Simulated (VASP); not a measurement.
# Os (Im-3m) in VASP: further runs, part 2 of 2

VASP 6.6.1. The steps go on from the part before.

### 5 Relaxation of cell and atoms, PBE, target pressure 40 GPa, at which the enthalpy is minimised

File INCAR:

```
ALGO     = Normal         # electronic algorithm
EDIFF    = 1E-7           # SCF threshold, eV
EDIFFG   = -0.005         # ionic threshold
ENCUT    = 600            # plane-wave cutoff, eV
GGA      = PE             # functional
IBRION   = 2              # ionic algorithm
ISIF     = 3              # what is computed and relaxed
ISMEAR   = -1             # smearing method
LASPH    = T              # aspherical terms in the spheres
LCHARG   = F              # write CHGCAR
LREAL    = F              # projectors in reciprocal space
LWAVE    = F              # write WAVECAR
NELM     = 60             # most SCF steps
NSW      = 32             # ionic steps
PREC     = Accurate       # precision mode
PSTRESS  = 400.0        
SIGMA    = 0.1            # smearing width, eV
```

File KPOINTS:

```
k-points
0
Gamma
  18 18 18
```

File POSCAR:

```
Os
1.0
   -1.4994671616      1.4994671616      1.4994671616
    1.4994671616     -1.4994671616      1.4994671616
    1.4994671616      1.4994671616     -1.4994671616
Os
1
Direct
    0.0000000000      0.0000000000      0.0000000000
```

Potentials or basis: VASP PAW PBE potentials, release 64 (Os).

Started as:

```
> cat potpaw_PBE.64/Os/POTCAR > POTCAR
> mpirun -np 1 vasp_std > vasp.out
```

OUTCAR:

```text
EDIFF = 1E-7
   EDIFFG = -0.005
   ENCUT = 600
   GGA = PE
   IBRION = 2
   ISIF = 3
   ISMEAR = -1
   LASPH = T
   LREAL = F
   NELM = 60
   NSW = 32
   PREC = Accurate
   PSTRESS = 400.0

 ion  position               nearest neighbor table
   1  0.000  0.000  0.000-

  LATTYP: Found a body centered cubic cell.
 ALAT       =     2.9989343232

  Lattice vectors:

 A1 = (  -1.4994671616,   1.4994671616,   1.4994671616)
 A2 = (   1.4994671616,  -1.4994671616,   1.4994671616)
 A3 = (   1.4994671616,   1.4994671616,  -1.4994671616)

Analysis of symmetry for initial positions (statically):
=====================================================================
 Subroutine PRICEL returns:
 Original cell was already a primitive cell.

 Routine SETGRP: Setting up the symmetry group for a
 body centered cubic supercell.

 Subroutine GETGRP returns: Found 48 space group operations
 (whereof 48 operations were pure point group operations)
 out of a pool of 48 trial point group operations.

The static configuration has the point symmetry O_h .

Analysis of symmetry for dynamics (positions and initial velocities):
=====================================================================
 Subroutine PRICEL returns:
 Original cell was already a primitive cell.

 Routine SETGRP: Setting up the symmetry group for a
 body centered cubic supercell.

 Subroutine GETGRP returns: Found 48 space group operations
 (whereof 48 operations were pure point group operations)
 out of a pool of 48 trial point group operations.

The dynamic configuration has the point symmetry O_h .

 Subroutine INISYM returns: Found 48 space group operations
 (whereof 48 operations are pure point group operations),
 and found     1 'primitive' translations

----------------------------------------------------------------------------------------

                                     Primitive cell

  volume of cell :      13.4856

  direct lattice vectors                    reciprocal lattice vectors
    -1.499467162  1.499467162  1.499467162     0.000000000  0.333451784  0.333451784
     1.499467162 -1.499467162  1.499467162     0.333451784  0.000000000  0.333451784
     1.499467162  1.499467162 -1.499467162     0.333451784  0.333451784  0.000000000

  length of vectors
     2.597153308  2.597153308  2.597153308     0.471572035  0.471572035  0.471572035

  position of ions in fractional coordinates (direct lattice)
     0.000000000  0.000000000  0.000000000

  ion indices of the primitive-cell ions
   primitive index   ion index
                 1           1

----------------------------------------------------------------------------------------

 KPOINTS: k-points

Automatic generation of k-mesh.
 Grid dimensions read from file:
 generate k-points for:   18   18   18

 Generating k-lattice:

[... 23 lines left out ...]
  0.277778  0.000000  0.000000     12.000000
[... 16 lines left out ...]
  0.333333  0.111111  0.000000     48.000000
  0.388889  0.111111  0.000000     48.000000
 [... further k-points ...]
   k-points           NKPTS =    195   k-points in BZ     NKDIM =    195   number of bands    NBANDS=      8
   number of dos      NEDOS =    301   number of ions     NIONS =      1
   total plane-waves  NPLWV =  13824
   dimension x,y,z NGX =    24 NGY =   24 NGZ =   24
   dimension x,y,z NGXF=    48 NGYF=   48 NGZF=   48
   ions per type =               1
   NGX,Y,Z   is equivalent  to a cutoff of  15.36, 15.36, 15.36 a.u.
   NGXF,Y,Z  is equivalent  to a cutoff of  30.73, 30.73, 30.73 a.u.
 SYSTEM =  unknown system
   PREC   = accura    normal or accurate (medium, high low for compatibility)
   ISTART =      0    job   : 0-new  1-cont  2-samecut
   ICHARG =      2    charge: 1-file 2-atom 10-const
   ISPIN  =      1    spin polarized calculation?
   LNONCOLLINEAR =      F non collinear calculations
   LSORBIT =      F    spin-orbit coupling
   LASPH  =      T    aspherical Exc in radial PAW
   ENCUT  =  600.0 eV  44.10 Ry    6.64 a.u.   5.19  5.19  5.19*2*pi/ulx,y,z
   NELM   =     60;   NELMIN=  2; NELMDL= -5     # of ELM steps
   EDIFF  = 0.1E-06   stopping-criterion for ELM
   LREAL  =      F    real-space projection
   EDIFFG = -.5E-02   stopping-criterion for IOM
   NSW    =     32    number of steps for IOM
   IBRION =      2    ionic relax: 0-MD 1-quasi-New 2-CG
   NFREE  =      1    steps in history (QN), initial steepest desc. (CG)
   ISIF   =      3    stress and relaxation
   ISYM   =      2    0-nonsym 1-usesym 2-fastsym
   POTIM  = 0.5000    time-step for ionic-motion
   TEBEG  =    0.0;   TEEND  =   0.0 temperature during run
   PSTRESS=  400.0 pullay stress
   NELECT =       8.0000    total number of electrons
   NUPDOWN=      -1.0000    fix difference up-down
   EMIN   =  10.00;   EMAX   =-10.00  energy-range for DOS
   EFERMI =   0.00;   METHOD = LEGACY
   ISMEAR =    -1;   SIGMA  =   0.10  broadening in eV -4-tet -1-fermi 0-gaus
   EFERMI_NEDOS =   21; number of points for ismear=-14 and -15
   IALGO  =     38    algorithm
   IMIX   =      4    mixing-type and parameters
     AMIX     =   0.40;   BMIX     =  1.00
     AMIX_MAG =   1.60;   BMIX_MAG =  1.00
  volume/ion in A,a.u.               =      13.49        91.01
  Fermi-wavevector in a.u.,A,eV,Ry     =   1.375565  2.599441 25.744669  1.892180
  Thomas-Fermi vector in A             =   2.500889
   LORBIT       =      0    0 simple, 1 ext, 2 COOP (PROOUT), +10 PAW based schemes
   GGA     = PE    functional components
   LHFCALC =     F    Hartree Fock is set to
   AEXX    =    0.0000 exact exchange contribution
   IVDW    =     0    specifies the selected vdW correction
   LEPSILON=     F    determine dielectric tensor
   LRPA    =     F    only Hartree local field effects (RPA)
 conjugate gradient relaxation of ions
 non-spin polarized calculation
  energy-cutoff  :      600.00
  volume of cell :       13.49
 maximum number of plane-waves:       468
 NGX is ok and might be reduce to    24
   NGX = 11   NGY = 11   NGZ = 11

--------------------------------------- Ionic step        1  -------------------------------------------

 number of electron       8.0000000 magnetization

 Free energy of the ion-electron system (eV)
  ---------------------------------------------------
  ext. energy  EPLUGINS =         0.00000000
  ---------------------------------------------------
  free energy    TOTEN  =       -10.23778276 eV

  energy without entropy =      -10.19962055  energy(sigma->0) =      -10.21870166

------------------------ aborting loop because EDIFF is reached ----------------------------------------

  FORCE on cell =-STRESS in cart. coord.  units (eV):
  Direction    XX          YY          ZZ          XY          YZ          ZX
  --------------------------------------------------------------------------------------
  -------------------------------------------------------------------------------------
  Total        3.4709862      3.4709862      3.4709862      0.0000000      0.0000000      0.0000000
  in kB      412.3752618    412.3752618    412.3752618      0.0000000      0.0000000      0.0000000
  external PRESSURE =      12.3752618 kB  Pullay stress =     400.0000000 kB
[... 61 lines left out ...]
--------------------------------------- Ionic step        3  -------------------------------------------

 number of electron       8.0000000 magnetization

 Free energy of the ion-electron system (eV)
  ---------------------------------------------------
  ext. energy  EPLUGINS =         0.00000000
  ---------------------------------------------------
  free energy    TOTEN  =       -10.24548003 eV

  energy without entropy =      -10.20716983  energy(sigma->0) =      -10.22632493

 E-fermi :  10.3265     XC(G=0): -14.2439

 val. band max:       10.3189470122   @ k =   0.3333   0.1667   0.0556
 cond. band min:      10.3406693115   @ k =   0.2778   0.2222   0.0556
 fundamental gap:      0.0217222992
 Fermi energy:        10.3265094268

 k-point     1 :       0.0000    0.0000    0.0000
  band No.  band energies     occupation
      1      -1.2595      2.00000
      2       6.6183      2.00000
      3       6.6183      2.00000
      4       6.6183      2.00000
      5      10.2138      1.51078
      6      10.2138      1.51077
      7      26.5679      0.00000
      8      26.5679      0.00000
[... 243 lines left out ...]
 k-point    24 :       0.3889    0.1111    0.0000
  band No.  band energies     occupation
      1       2.3472      2.00000
      2       4.5184      2.00000
      3       8.1916      2.00000
      4      10.0191      1.91161
      5      11.3632      0.00006
      6      14.6417      0.00000
      7      20.4381      0.00000
      8      23.7131      0.00000

 [... further k-points ...]

------------------------ aborting loop because EDIFF is reached ----------------------------------------

  FORCE on cell =-STRESS in cart. coord.  units (eV):
  Direction    XX          YY          ZZ          XY          YZ          ZX
  --------------------------------------------------------------------------------------
  -------------------------------------------------------------------------------------
  Total        3.3756298      3.3756298      3.3756298      0.0000000      0.0000000      0.0000000
  in kB      400.1449582    400.1449582    400.1449582      0.0000000      0.0000000      0.0000000
  external PRESSURE =       0.1449582 kB  Pullay stress =     400.0000000 kB
[... 20 lines left out ...]
  energy  without entropy=      -10.2071698337  energy(sigma->0) =      -10.22632493

  enthalpy is  TOTEN    =        -6.8710731429 eV   P V=        3.3744068898

 reached required accuracy - stopping structural energy minimisation
```

It took 80 s on 1 thread of Intel Xeon 8259CL, shared host; peak memory 0.17 GiB.

What came out:

- Free energy: -10.2455 eV
- Relaxed volume: 13.52 Å³/atom
- Relaxed cell: a = 2.599 Å, b = 2.599 Å, c = 2.599 Å, α = 109.47°, β = 109.47°, γ = 109.47°
- Space group after relaxing (to 0.1 Å): Im-3m (No. 229)
- Energy change on relaxing (the run minimises the enthalpy): -7.7 meV/atom
- Ionic steps: 3
- Pressure after relaxing: 40.0 GPa
- Band gap on the k mesh: zero (bands 4 and 5 overlap by 5.14 eV)

The path:
```tsv
step	energy change (eV)	largest force (eV/Å)	pressure (GPa)	volume (Å³)
1	0.0000	0.0000	41.24	13.49
2	-0.0474	0.0000	33.27	13.69
3	-0.0077	0.0000	40.01	13.52
```

Final structure:
```
Os
1.0
    -1.50059    1.50059    1.50059
     1.50059   -1.50059    1.50059
     1.50059    1.50059   -1.50059
Os
1
Cartesian
  0.0000 0.0000 0.0000
```

Levels at points of the mesh, in eV from the Fermi level:
```csv
k point,band 2,band 3,band 4,band 5,band 6,band 7
"(0.00, 0.00, 0.00)",-3.71,-3.71,-3.71,-0.11,-0.11,16.24
"(0.50, 0.00, 0.00)",-5.99,-0.25,-0.23,0.64,3.63,9.92
"(0.50, 0.50, 0.50)",-8.13,2.69,2.69,2.69,8.23,8.23
```

Caveat: the cell is relaxed towards a set pressure, so the run minimises the enthalpy, not the energy; spin-orbit coupling is left out, which moves the levels of the heavy elements.

### 6 The runs side by side

```csv
task,cell,cutoff (eV),gap on the mesh (eV),pressure (GPa)
single point,"a = 2.597 Å, angles 109.5°, 1 atom",520,none,41.2
relaxation of cell and atoms,"relaxed to 40 GPa from a = 2.577 Å, angles 109.5°, 1 atom",600,none,40.0
relaxation of cell and atoms,"relaxed to 40 GPa from a = 2.597 Å, angles 109.5°, 1 atom",600,none,40.0
```

Alike in all rows: level PBE; potentials or basis VASP PAW PBE potentials, release 64 (Os); no spin polarisation; k mesh 18 × 18 × 18; smearing fermi-dirac 0.1 eV.

Caveats: spin-orbit coupling is left out, which moves the levels of the heavy elements; the cell is relaxed towards a set pressure, so the run minimises the enthalpy, not the energy (at least some runs); the cell stands under pressure (at least some runs).

Total energies depend on the potentials used, so only differences within one code and one set of settings carry meaning.
